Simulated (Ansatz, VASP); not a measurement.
**One calculation of Mg, two programs**

```
Mg
1.0
     3.20927    0.00000    0.00000
    -1.60464    2.77931    0.00000
     0.00000    0.00000    5.21033
Mg
2
Direct
  0.33333 0.66667 0.23081
  0.66667 0.33333 0.75000
```

Alike in both runs: task single point; functional PBEsol; k mesh 18 × 18 × 10; occupations gaussian, width 0.15 eV; no spin polarisation.

|  | VASP | Ansatz |
| --- | --- | --- |
| version | VASP 6.6.1 | Ansatz 0.2.0 |
| potentials or method | VASP PAW PBE potentials, release 64 (Mg), cutoff 520 eV | scalar-relativistic, plane waves, PAW |
| valence electrons in the cell | 4 | 20 |

|  | VASP | Ansatz | Ansatz less VASP |
| --- | --- | --- | --- |
| gap on the k mesh at the Fermi level (eV) | none | none | - |
| pressure (GPa) | -1.0 | -1.0 | +0.06 |
| rms of the force components (eV/Å) | 0.149 | 0.148 | -0.0006 |

VASP's potentials were made for PBE, not for PBEsol. Atom by atom the forces differ by 0.001 eV/Å (rms over components). A gap of «none» marks a metal or a gap that the smearing closes. The functional is the same, so the differences come from potentials, cutoffs and numerics. VASP's potentials hold 4 valence electrons a cell and Ansatz's 20, so a difference there can come from the potentials and not from the codes.
